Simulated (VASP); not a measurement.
Runs of VASP 6.6.1 on Re. The structure is that of space group Fd-3m (No. 227), or close to it. The cells are those of the table. This isn't the form of Re at room conditions, which is hcp.

```tsv
task	cell	k mesh	cutoff (eV)	gap on the mesh (eV)	pressure (GPa)	relaxed volume (Å³/atom)
relaxation of cell and atoms	relaxed from a = 3.956 Å, angles 60.0°, 2 atoms	18 × 18 × 18	600	none	0.0	(a)
single point	a = 3.631 Å, angles 60.0°, 2 atoms	6 × 6 × 6	520	none	76.6	-
relaxation of cell and atoms	relaxed from a = 3.631 Å, angles 60.0°, 2 atoms	6 × 6 × 6	600	none	0.2	21.67
single point	a = 3.955 Å, angles 60.0°, 2 atoms	18 × 18 × 18	520	none	-1.7	-
single point	a = 3.956 Å, angles 60.0°, 2 atoms	6 × 6 × 6	520	none	-1.7	-
```

Alike in all rows: level PBEsol; potentials or basis VASP PAW PBE potentials, release 64 (Re); no spin polarisation; smearing gaussian 0.1 eV.

Task: Estimate the missing entries.

Result: (a) 21.69.

Caveats: the PAW data sets were made with another functional, which shifts forces and pressure a little; spin-orbit coupling is left out, which moves the levels of the heavy elements; the cell stands under pressure (at least some runs); the volume moved by over 15 % at a fixed basis, so the end points are rough (at least some runs).

A k mesh can miss the band edges, and the runs leave out spin-orbit coupling on Re.

A gap of «none» marks levels without a gap at the run's occupations.
